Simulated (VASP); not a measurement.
# In3As (Pm-3m) in VASP: notebook, part 2 of 2

VASP 6.6.1. The steps go on from the part before.

## 5. Single point, r2SCAN

This run uses another cell than the first one, of 26.51 Å³/atom.

POSCAR reads:

```
In3As
1.0
    4.7331575368      0.0000000000      0.0000000000
    0.0000000000      4.7331575368      0.0000000000
    0.0000000000      0.0000000000      4.7331575368
In As
3 1
Direct
    0.5000000000      0.5000000000      0.0000000000
    0.5000000000      0.0000000000      0.5000000000
    0.0000000000      0.5000000000      0.5000000000
    0.0000000000      0.0000000000      0.0000000000
```

INCAR.step1 reads:

```
  ALGO = Normal
  EDIFF = 1E-4
  ENCUT = 520
  GGA = PE
  ISMEAR = -1
  LASPH = True
  LCHARG = False
  LREAL = False
  LWAVE = True
  NBANDS = 30
  NELM = 100
  PREC = Accurate
  SIGMA = 0.05
```

INCAR.step2 reads:

```
  ALGO = Normal
  EDIFF = 1E-6
  ENCUT = 520
  ISIF = 2
  ISMEAR = -1
  ISTART = 1
  LASPH = True
  LCHARG = False
  LMIXTAU = True
  LREAL = False
  LWAVE = False
  METAGGA = R2SCAN
  NBANDS = 30
  NELM = 100
  PREC = Accurate
  SIGMA = 0.05
```

KPOINTS reads:

```
k-points
0
Gamma
  6 6 6
```

Potentials or basis: VASP PAW PBE potentials, release 64 (In_d, As).

Command:

```sh
cat potpaw_PBE.64/In_d/POTCAR potpaw_PBE.64/As/POTCAR > POTCAR
cp INCAR.step1 INCAR
mpirun -np 1 vasp_std > vasp.out
cp INCAR.step2 INCAR
mpirun -np 1 vasp_std > vasp.out
```

OUTCAR:

```text
EDIFF = 1E-6
   ENCUT = 520
   ISIF = 2
   ISMEAR = -1
   ISTART = 1
   LASPH = True
   LREAL = False
   METAGGA = R2SCAN
   NELM = 100
   PREC = Accurate

 ion  position               nearest neighbor table
   1  0.500  0.500  0.000-   2 3.35   3 3.35   4 3.35   2 3.35   3 3.35   2 3.35   4 3.35   2 3.35
                             3 3.35   4 3.35   3 3.35   4 3.35
   2  0.500  0.000  0.500-   1 3.35   3 3.35   4 3.35   1 3.35   4 3.35   1 3.35   3 3.35   1 3.35
                             3 3.35   4 3.35   4 3.35   3 3.35
   3  0.000  0.500  0.500-   1 3.35   2 3.35   4 3.35   1 3.35   4 3.35   2 3.35   4 3.35   4 3.35
                             1 3.35   2 3.35   1 3.35   2 3.35
   4  0.000  0.000  0.000-   1 3.35   2 3.35   3 3.35   2 3.35   3 3.35   1 3.35   3 3.35   3 3.35
                             1 3.35   2 3.35   2 3.35   1 3.35

  LATTYP: Found a simple cubic cell.
 ALAT       =     4.7331575368

  Lattice vectors:

 A1 = (   4.7331575368,   0.0000000000,   0.0000000000)
 A2 = (   0.0000000000,   4.7331575368,   0.0000000000)
 A3 = (   0.0000000000,   0.0000000000,   4.7331575368)

Analysis of symmetry for initial positions (statically):
=====================================================================
 Subroutine PRICEL returns:
 Original cell was already a primitive cell.

 Routine SETGRP: Setting up the symmetry group for a
 simple cubic supercell.

 Subroutine GETGRP returns: Found 48 space group operations
 (whereof 48 operations were pure point group operations)
 out of a pool of 48 trial point group operations.

The static configuration has the point symmetry O_h .

Analysis of symmetry for dynamics (positions and initial velocities):
=====================================================================
 Subroutine PRICEL returns:
 Original cell was already a primitive cell.

 Routine SETGRP: Setting up the symmetry group for a
 simple cubic supercell.

 Subroutine GETGRP returns: Found 48 space group operations
 (whereof 48 operations were pure point group operations)
 out of a pool of 48 trial point group operations.

The dynamic configuration has the point symmetry O_h .

 Subroutine INISYM returns: Found 48 space group operations
 (whereof 48 operations are pure point group operations),
 and found     1 'primitive' translations

----------------------------------------------------------------------------------------

                                     Primitive cell

  volume of cell :     106.0359

  direct lattice vectors                    reciprocal lattice vectors
     4.733157537  0.000000000  0.000000000     0.211275452  0.000000000  0.000000000
     0.000000000  4.733157537  0.000000000     0.000000000  0.211275452  0.000000000
     0.000000000  0.000000000  4.733157537     0.000000000  0.000000000  0.211275452

  length of vectors
     4.733157537  4.733157537  4.733157537     0.211275452  0.211275452  0.211275452

  position of ions in fractional coordinates (direct lattice)
     0.500000000  0.500000000  0.000000000
     0.500000000  0.000000000  0.500000000
     0.000000000  0.500000000  0.500000000
     0.000000000  0.000000000  0.000000000

  ion indices of the primitive-cell ions
   primitive index   ion index
                 1           1
[... 26 lines left out ...]
 ===========================================

 Found     20 irreducible k-points:

 Following reciprocal coordinates:
            Coordinates               Weight
  0.000000  0.000000  0.000000      1.000000
  0.166667  0.000000  0.000000      6.000000
  0.333333  0.000000  0.000000      6.000000
  0.500000  0.000000  0.000000      3.000000
  0.166667  0.166667  0.000000     12.000000
  0.333333  0.166667  0.000000     24.000000
[... 12 lines left out ...]
  0.500000  0.500000  0.333333      6.000000
  0.500000  0.500000  0.500000      1.000000
   k-points           NKPTS =     20   k-points in BZ     NKDIM =     20   number of bands    NBANDS=     30
   number of dos      NEDOS =    301   number of ions     NIONS =      4
   total plane-waves  NPLWV =  46656
   dimension x,y,z NGX =    36 NGY =   36 NGZ =   36
   dimension x,y,z NGXF=    72 NGYF=   72 NGZF=   72
   ions per type =               3   1
   NGX,Y,Z   is equivalent  to a cutoff of  12.64, 12.64, 12.64 a.u.
   NGXF,Y,Z  is equivalent  to a cutoff of  25.29, 25.29, 25.29 a.u.
 SYSTEM =  unknown system
   PREC   = accura    normal or accurate (medium, high low for compatibility)
   ISTART =      1    job   : 0-new  1-cont  2-samecut
   ICHARG =      0    charge: 1-file 2-atom 10-const
   ISPIN  =      1    spin polarized calculation?
   LNONCOLLINEAR =      F non collinear calculations
   LSORBIT =      F    spin-orbit coupling
   LASPH  =      T    aspherical Exc in radial PAW
   ENCUT  =  520.0 eV  38.22 Ry    6.18 a.u.   8.80  8.80  8.80*2*pi/ulx,y,z
   NELM   =    100;   NELMIN=  2; NELMDL=  0     # of ELM steps
   EDIFF  = 0.1E-05   stopping-criterion for ELM
   LREAL  =      F    real-space projection
   EDIFFG = 0.1E-04   stopping-criterion for IOM
   NSW    =      0    number of steps for IOM
   IBRION =     -1    ionic relax: 0-MD 1-quasi-New 2-CG
   NFREE  =      0    steps in history (QN), initial steepest desc. (CG)
   ISIF   =      2    stress and relaxation
   ISYM   =      2    0-nonsym 1-usesym 2-fastsym
   POTIM  = 0.5000    time-step for ionic-motion
   TEBEG  =    0.0;   TEEND  =   0.0 temperature during run
   PSTRESS=    0.0 pullay stress
   NELECT =      44.0000    total number of electrons
   NUPDOWN=      -1.0000    fix difference up-down
   EMIN   =  10.00;   EMAX   =-10.00  energy-range for DOS
   EFERMI =   0.00;   METHOD = LEGACY
   ISMEAR =    -1;   SIGMA  =   0.05  broadening in eV -4-tet -1-fermi 0-gaus
   EFERMI_NEDOS =   21; number of points for ismear=-14 and -15
   IALGO  =     38    algorithm
   IMIX   =      4    mixing-type and parameters
     AMIX     =   0.40;   BMIX     =  1.00
     AMIX_MAG =   1.60;   BMIX_MAG =  1.00
  volume/ion in A,a.u.               =      26.51       178.89
  Fermi-wavevector in a.u.,A,eV,Ry     =   1.221072  2.307492 20.286530  1.491018
  Thomas-Fermi vector in A             =   2.356268
   LORBIT       =      0    0 simple, 1 ext, 2 COOP (PROOUT), +10 PAW based schemes
   METAGGA = R2SCAN    functional components
   LHFCALC =     F    Hartree Fock is set to
   AEXX    =    0.0000 exact exchange contribution
   IVDW    =     0    specifies the selected vdW correction
   LEPSILON=     F    determine dielectric tensor
   LRPA    =     F    only Hartree local field effects (RPA)
 non-spin polarized calculation
  energy-cutoff  :      520.00
  volume of cell :      106.04
 maximum number of plane-waves:      2897
 NGX is ok and might be reduce to    36
   NGX = 17   NGY = 17   NGZ = 17

 number of electron      44.0000042 magnetization

 Free energy of the ion-electron system (eV)
  ---------------------------------------------------
  ext. energy  EPLUGINS =         0.00000000
  ---------------------------------------------------
  free energy    TOTEN  =       -81.97582716 eV

  energy without entropy =      -81.96146196  energy(sigma->0) =      -81.96864456

 E-fermi :   6.1150     XC(G=0): -10.6279

 val. band max:        6.0912252617   @ k =   0.1667   0.1667   0.1667
 cond. band min:       6.1372872333   @ k =   0.3333   0.3333   0.3333
 fundamental gap:      0.0460619716
 Fermi energy:         6.1150307535

 k-point     1 :       0.0000    0.0000    0.0000
  band No.  band energies     occupation
      1      -9.1042      2.00000
      2      -9.0971      2.00000
      3      -9.0971      2.00000
      4      -9.0971      2.00000
      5      -8.9298      2.00000
      6      -8.9298      2.00000
[... 649 lines left out ...]
     29      15.4442      0.00000
     30      15.4442      0.00000

------------------------ aborting loop because EDIFF is reached ----------------------------------------

  FORCE on cell =-STRESS in cart. coord.  units (eV):
  Direction    XX          YY          ZZ          XY          YZ          ZX
  --------------------------------------------------------------------------------------
  -------------------------------------------------------------------------------------
  Total       -1.5745359     -1.5745359     -1.5745359     -0.0000000     -0.0000000      0.0000000
  in kB      -23.7908664    -23.7908664    -23.7908664     -0.0000000     -0.0000000      0.0000000
  external PRESSURE =     -23.7908664 kB  Pullay stress =       0.0000000 kB

 VOLUME and BASIS-vectors are now :
 -----------------------------------------------------------------------------
  energy-cutoff  :      520.00
  volume of cell :      106.04
      direct lattice vectors                 reciprocal lattice vectors
     4.733157537  0.000000000  0.000000000     0.211275452  0.000000000  0.000000000
     0.000000000  4.733157537  0.000000000     0.000000000  0.211275452  0.000000000
     0.000000000  0.000000000  4.733157537     0.000000000  0.000000000  0.211275452

 POSITION                                       TOTAL-FORCE (eV/Angst)
 -----------------------------------------------------------------------------------
      2.36658      2.36658      0.00000         0.000000      0.000000      0.000000
      2.36658      0.00000      2.36658         0.000000      0.000000      0.000000
      0.00000      2.36658      2.36658         0.000000      0.000000      0.000000
      0.00000      0.00000      0.00000         0.000000      0.000000      0.000000
 -----------------------------------------------------------------------------------
    total drift:                                0.000000      0.000000      0.000000

  FREE ENERGIE OF THE ION-ELECTRON SYSTEM (eV)
  ---------------------------------------------------
  free  energy   TOTEN  =       -81.9758271561 eV

  energy  without entropy=      -81.9614619643  energy(sigma->0) =      -81.96864456
```

Wall time 90 s (1 thread of AMD EPYC 9R45 (Zen 5), shared host); peak memory 0.21 GiB.

Results:

```yaml
Free_energy: -81.9758 eV
Pressure: -2.4 GPa
Band_gap_on_the_k_mesh: zero (bands 22 and 23 overlap by 3.85 eV)
```

Caveat: the PAW data sets were made with another functional, which shifts forces and pressure a little; spin-orbit coupling is left out, which moves the levels of the heavy elements.

## 6. Single point, r2SCAN

This run uses another cell than the first one, of 27.02 Å³/atom.

POSCAR reads:

```
In3As
1.0
    4.7633058499      0.0000000000      0.0000000000
    0.0000000000      4.7633058499      0.0000000000
    0.0000000000      0.0000000000      4.7633058499
In As
3 1
Direct
    0.5000000000      0.5000000000      0.0000000000
    0.5000000000      0.0000000000      0.5000000000
    0.0000000000      0.5000000000      0.5000000000
    0.0000000000      0.0000000000      0.0000000000
```

INCAR.step1 reads:

```
SYSTEM = In3As
ALGO = Normal
EDIFF = 1E-4
ENCUT = 520
GGA = PE
ISMEAR = -1
LASPH = .TRUE.
LCHARG = .FALSE.
LREAL = .FALSE.
LWAVE = .TRUE.
NBANDS = 30
NELM = 60
PREC = Accurate
SIGMA = 0.05
```

INCAR.step2 reads:

```
SYSTEM = In3As
ALGO = Normal
EDIFF = 1E-6
ENCUT = 520
ISIF = 2
ISMEAR = -1
ISTART = 1
LASPH = .TRUE.
LCHARG = .FALSE.
LMIXTAU = .TRUE.
LREAL = .FALSE.
LWAVE = .FALSE.
METAGGA = R2SCAN
NBANDS = 30
NELM = 60
PREC = Accurate
SIGMA = 0.05
```

KPOINTS reads:

```
k-points
0
G
  6 6 6
  0 0 0
```

Potentials or basis: VASP PAW PBE potentials, release 64 (In_d, As).

Command:

```sh
cat potpaw_PBE.64/In_d/POTCAR potpaw_PBE.64/As/POTCAR > POTCAR
cp INCAR.step1 INCAR
mpirun -np 1 vasp_std > vasp.out
cp INCAR.step2 INCAR
mpirun -np 1 vasp_std > vasp.out
```

Wall time 1.7 min (1 thread of AMD EPYC 9R45 (Zen 5), shared host); peak memory 0.21 GiB.

Results (log left out):

```yaml
Free_energy: -81.9434 eV
Pressure: -3.0 GPa
Band_gap_on_the_k_mesh: zero (bands 22 and 23 overlap by 3.72 eV)
```

Levels at points of the mesh, in eV from the Fermi level:
| k point | band 20 | band 21 | band 22 | band 23 | band 24 | band 25 |
| --- | --- | --- | --- | --- | --- | --- |
| (0.00, 0.00, 0.00) | -2.79 | -1.89 | -1.89 | 2.12 | 2.12 | 2.12 |
| (0.50, 0.00, 0.00) | -1.56 | -1.29 | 0.05 | 0.07 | 0.07 | 1.82 |
| (0.50, 0.50, 0.00) | -0.77 | -0.15 | 0.41 | 0.41 | 1.79 | 2.11 |
| (0.50, 0.50, 0.50) | -3.79 | -3.79 | -3.79 | -3.29 | 4.74 | 4.74 |

Caveat: the PAW data sets were made with another functional, which shifts forces and pressure a little; spin-orbit coupling is left out, which moves the levels of the heavy elements.

## 7. Summary

| cell | gap on the mesh (eV) | pressure (GPa) |
| --- | --- | --- |
| a = 4.640 Å, 4 atoms | none | -0.1 |
| a = 4.672 Å, 4 atoms | none | -0.9 |
| a = 4.703 Å, 4 atoms | none | -1.6 |
| a = 4.733 Å, 4 atoms | none | -2.4 |
| a = 4.763 Å, 4 atoms | none | -3.0 |

Alike in all rows: task single point; level r2SCAN; potentials or basis VASP PAW PBE potentials, release 64 (In_d, As); no spin polarisation; k mesh 6 × 6 × 6; cutoff (eV) 520; smearing fermi-dirac 0.05 eV.

Caveats: the PAW data sets were made with another functional, which shifts forces and pressure a little; spin-orbit coupling is left out, which moves the levels of the heavy elements.

Absolute energies hang on the potentials; compare differences alone.

The gap in the log of VASP goes by the Fermi energy; the results here count the filled bands.